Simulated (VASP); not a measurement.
# Au2S (Pn-3m) in VASP: a series of runs, part 2 of 2

VASP 6.6.1. Earlier steps stand in the parts before.

## 5. Relaxation of cell and atoms, LDA, target pressure -2 GPa, at which the enthalpy is minimised

This run uses another cell than the first one, of 21.09 Å³/atom, 0.887 times its volume.

File INCAR:

```
SYSTEM = Au2S
PREC     = Accurate       ! precision mode
ENCUT    = 600            ! plane-wave cutoff, eV
EDIFF    = 1E-6           ! SCF threshold, eV
ISMEAR   = -1             ! smearing method
SIGMA    = 0.05           ! smearing width, eV
LREAL    = .FALSE.        ! projectors in reciprocal space
LASPH    = .TRUE.         ! aspherical terms in the spheres
NELM     = 100            ! most SCF steps
ALGO     = Normal         ! electronic algorithm
ISIF     = 3              ! what is computed and relaxed
LWAVE    = .FALSE.        ! write WAVECAR
LCHARG   = .FALSE.        ! write CHGCAR
IBRION   = 2              ! ionic algorithm
NSW      = 50             ! ionic steps
EDIFFG   = -0.01          ! ionic threshold
PSTRESS  = -20.0
```

File KPOINTS:

```
Automatic mesh
0
G
  5 5 5
  0 0 0
```

File POSCAR:

```
Au2S
1.0
    5.0205700000      0.0000000000      0.0000000000
    0.0000000000      5.0205700000      0.0000000000
    0.0000000000      0.0000000000      5.0205700000
S Au
2 4
Direct
    0.0000000000      0.0000000000      0.0000000000
    0.5000000000      0.5000000000      0.5000000000
    0.2500000000      0.2500000000      0.2500000000
    0.2500000000      0.7500000000      0.7500000000
    0.7500000000      0.7500000000      0.2500000000
    0.7500000000      0.2500000000      0.7500000000
```

Potentials or basis: VASP PAW LDA potentials, release 64 (S, Au).

Started as:

```bash
$ cat potpaw_LDA.64/S/POTCAR potpaw_LDA.64/Au/POTCAR > POTCAR
$ mpirun -np 1 vasp_std > vasp.out
```

OUTCAR:

```text
SYSTEM = Au2S
   PREC = Accurate
   ENCUT = 600
   EDIFF = 1E-6
   ISMEAR = -1
   LREAL = .FALSE.
   LASPH = .TRUE.
   NELM = 100
   ISIF = 3
   IBRION = 2
   NSW = 50
   EDIFFG = -0.01
   PSTRESS = -20.0

 ion  position               nearest neighbor table
   1  0.000  0.000  0.000-   3 2.17   4 2.17   5 2.17   6 2.17
   2  0.500  0.500  0.500-   3 2.17   4 2.17   5 2.17   6 2.17
   3  0.250  0.250  0.250-   1 2.17   2 2.17   4 3.55   5 3.55   6 3.55   4 3.55   6 3.55   4 3.55
                             5 3.55   4 3.55   5 3.55   6 3.55   6 3.55   5 3.55
   4  0.250  0.750  0.750-   1 2.17   2 2.17   3 3.55   5 3.55   6 3.55   3 3.55   5 3.55   3 3.55
                             6 3.55   3 3.55   5 3.55   6 3.55   5 3.55   6 3.55
   5  0.750  0.750  0.250-   1 2.17   2 2.17   3 3.55   4 3.55   6 3.55   4 3.55   6 3.55   3 3.55
                             6 3.55   6 3.55   3 3.55   4 3.55   4 3.55   3 3.55
   6  0.750  0.250  0.750-   1 2.17   2 2.17   3 3.55   4 3.55   5 3.55   3 3.55   5 3.55   4 3.55
                             5 3.55   5 3.55   3 3.55   4 3.55   3 3.55   4 3.55

  LATTYP: Found a simple cubic cell.
 ALAT       =     5.0205700000

  Lattice vectors:

 A1 = (   5.0205700000,   0.0000000000,   0.0000000000)
 A2 = (   0.0000000000,   5.0205700000,   0.0000000000)
 A3 = (   0.0000000000,   0.0000000000,   5.0205700000)

Analysis of symmetry for initial positions (statically):
=====================================================================
 Subroutine PRICEL returns:
 Original cell was already a primitive cell.

 Routine SETGRP: Setting up the symmetry group for a
 simple cubic supercell.

 Subroutine GETGRP returns: Found 48 space group operations
 (whereof 24 operations were pure point group operations)
 out of a pool of 48 trial point group operations.

The static configuration has the point symmetry T_d .
 The point group associated with its full space group is O_h .

Analysis of symmetry for dynamics (positions and initial velocities):
=====================================================================
 Subroutine PRICEL returns:
 Original cell was already a primitive cell.

 Routine SETGRP: Setting up the symmetry group for a
 simple cubic supercell.

 Subroutine GETGRP returns: Found 48 space group operations
[... 88 lines left out ...]
   PREC   = accura    normal or accurate (medium, high low for compatibility)
   ISTART =      0    job   : 0-new  1-cont  2-samecut
   ICHARG =      2    charge: 1-file 2-atom 10-const
   ISPIN  =      1    spin polarized calculation?
   LNONCOLLINEAR =      F non collinear calculations
   LSORBIT =      F    spin-orbit coupling
   LASPH  =      T    aspherical Exc in radial PAW
   ENCUT  =  600.0 eV  44.10 Ry    6.64 a.u.  10.03 10.03 10.03*2*pi/ulx,y,z
   NELM   =    100;   NELMIN=  2; NELMDL= -5     # of ELM steps
   EDIFF  = 0.1E-05   stopping-criterion for ELM
   LREAL  =      F    real-space projection
   EDIFFG = -.1E-01   stopping-criterion for IOM
   NSW    =     50    number of steps for IOM
   IBRION =      2    ionic relax: 0-MD 1-quasi-New 2-CG
   NFREE  =      1    steps in history (QN), initial steepest desc. (CG)
   ISIF   =      3    stress and relaxation
   ISYM   =      2    0-nonsym 1-usesym 2-fastsym
   POTIM  = 0.5000    time-step for ionic-motion
   TEBEG  =    0.0;   TEEND  =   0.0 temperature during run
   PSTRESS=  -20.0 pullay stress
   NELECT =      56.0000    total number of electrons
   NUPDOWN=      -1.0000    fix difference up-down
   EMIN   =  10.00;   EMAX   =-10.00  energy-range for DOS
   EFERMI =   0.00;   METHOD = LEGACY
   ISMEAR =    -1;   SIGMA  =   0.05  broadening in eV -4-tet -1-fermi 0-gaus
   EFERMI_NEDOS =   21; number of points for ismear=-14 and -15
   IALGO  =     38    algorithm
   IMIX   =      4    mixing-type and parameters
     AMIX     =   0.40;   BMIX     =  1.00
     AMIX_MAG =   1.60;   BMIX_MAG =  1.00
  volume/ion in A,a.u.               =      21.09       142.33
  Fermi-wavevector in a.u.,A,eV,Ry     =   1.247530  2.357491 21.175185  1.556332
  Thomas-Fermi vector in A             =   2.381658
   LORBIT       =      0    0 simple, 1 ext, 2 COOP (PROOUT), +10 PAW based schemes
   GGA     = CA    functional components
   LHFCALC =     F    Hartree Fock is set to
   AEXX    =    0.0000 exact exchange contribution
   IVDW    =     0    specifies the selected vdW correction
   LEPSILON=     F    determine dielectric tensor
   LRPA    =     F    only Hartree local field effects (RPA)
 conjugate gradient relaxation of ions
 non-spin polarized calculation
  energy-cutoff  :      600.00
  volume of cell :      126.55
 maximum number of plane-waves:      4232
   NGX = 21   NGY = 21   NGZ = 21

--------------------------------------- Ionic step        1  -------------------------------------------

 number of electron      56.0000022 magnetization

 Free energy of the ion-electron system (eV)
  ---------------------------------------------------
  ext. energy  EPLUGINS =         0.00000000
  ---------------------------------------------------
  free energy    TOTEN  =       -26.34403714 eV

  energy without entropy =      -26.34403696  energy(sigma->0) =      -26.34403705

 E-fermi :   5.6569     XC(G=0): -10.8353

 val. band max:        4.9871557902   @ k =   0.0000   0.0000   0.0000
 cond. band min:       6.2793502949   @ k =   0.0000   0.0000   0.0000
 fundamental gap:      1.2921945047
 Fermi energy:         5.6569098480
[... 850 lines left out ...]
--------------------------------------- Ionic step        4  -------------------------------------------

 number of electron      56.0000012 magnetization

 Free energy of the ion-electron system (eV)
  ---------------------------------------------------
  ext. energy  EPLUGINS =         0.00000000
  ---------------------------------------------------
  free energy    TOTEN  =       -26.75381298 eV

  energy without entropy =      -26.75381298  energy(sigma->0) =      -26.75381298

 E-fermi :   4.4222     XC(G=0): -10.2226

 val. band max:        3.4496193534   @ k =   0.0000   0.0000   0.0000
 cond. band min:       5.3361178749   @ k =   0.0000   0.0000   0.0000
 fundamental gap:      1.8864985216
 Fermi energy:         4.4221594612
[... 395 lines left out ...]
  energy  without entropy=      -26.7538129826  energy(sigma->0) =      -26.75381298

  enthalpy is  TOTEN    =       -28.5390218854 eV   P V=       -1.7852089020

 reached required accuracy - stopping structural energy minimisation
```

OSZICAR:

```text
N       E                     dE             d eps       ncg     rms          rms(c)
DAV:   1     0.387545018138E+03    0.38755E+03   -0.30121E+04   660   0.176E+03
DAV:   2    -0.917742484446E+01   -0.39672E+03   -0.38443E+03   749   0.337E+02
DAV:   3    -0.279206789694E+02   -0.18743E+02   -0.18579E+02   764   0.698E+01
[... 37 lines left out ...]
DAV:   2    -0.267539255225E+02    0.37615E-02   -0.13873E-02   677   0.810E-01    0.150E-01
DAV:   3    -0.267538309764E+02    0.94546E-04   -0.66571E-04   729   0.126E-01    0.122E-01
DAV:   4    -0.267538199733E+02    0.11003E-04   -0.17555E-04   760   0.677E-02    0.311E-02
DAV:   5    -0.267538124957E+02    0.74776E-05   -0.41719E-05   702   0.476E-02    0.218E-02
DAV:   6    -0.267538129834E+02   -0.48769E-06   -0.88386E-06   725   0.128E-02
   4 F= -.28539022E+02 E0= -.28539022E+02  d E =-.615271E+00
```

Run time: 49 s. Hardware: 1 thread of Intel Xeon 6975P-C (Granite Rapids), shared host; peak memory 0.22 GiB.

What came out:

```
Free energy                                            : -26.7538 eV
Relaxed volume                                         : 23.84 Å³/atom
Relaxed cell                                           : a = 5.229 Å, b = 5.229 Å, c = 5.229 Å, α = 90.00°, β = 90.00°, γ = 90.00°
Space group after relaxing (to 0.05 Å)                 : Pn-3m (No. 224)
Energy change on relaxing (the enthalpy is what falls) : -68.3 meV/atom
Ionic steps                                            : 4
Pressure after relaxing                                : -2.0 GPa
Band gap on the k mesh                                 : 1.89 eV, direct
```

Step by step:
| step | energy change (eV) | largest force (eV/Å) | pressure (GPa) | volume (Å³) |
| --- | --- | --- | --- | --- |
| 1 | 0.0000 | 0.0000 | 11.55 | 126.55 |
| 2 | 0.3160 | 0.0000 | -9.15 | 162.12 |
| 3 | -0.4053 | 0.0000 | -2.17 | 143.36 |
| 4 | -0.4098 | 0.0000 | -1.99 | 143.01 |

Final structure:
```
S Au
1.0
     5.22946    0.00000    0.00000
     0.00000    5.22946    0.00000
     0.00000    0.00000    5.22946
S Au
2 4
Direct
  0.00000 0.00000 0.00000
  0.50000 0.50000 0.50000
  0.25000 0.25000 0.25000
  0.25000 0.75000 0.75000
  0.75000 0.75000 0.25000
  0.75000 0.25000 0.75000
```

Levels at points of the mesh, in eV from the valence-band top:
| k point | band 25 | band 26 | band 27 | band 28 | band 29 | band 30 | band 31 | band 32 |
| --- | --- | --- | --- | --- | --- | --- | --- | --- |
| (0.00, 0.00, 0.00) | -1.65 | 0.00 | 0.00 | 0.00 | 1.89 | 1.89 | 2.21 | 6.51 |

Caveat: the cell is relaxed towards a set pressure, so the enthalpy falls and the energy may rise; spin-orbit coupling is left out, which moves the levels of the heavy elements. A hybrid or GW would open this gap; LDA tends to underestimate it.
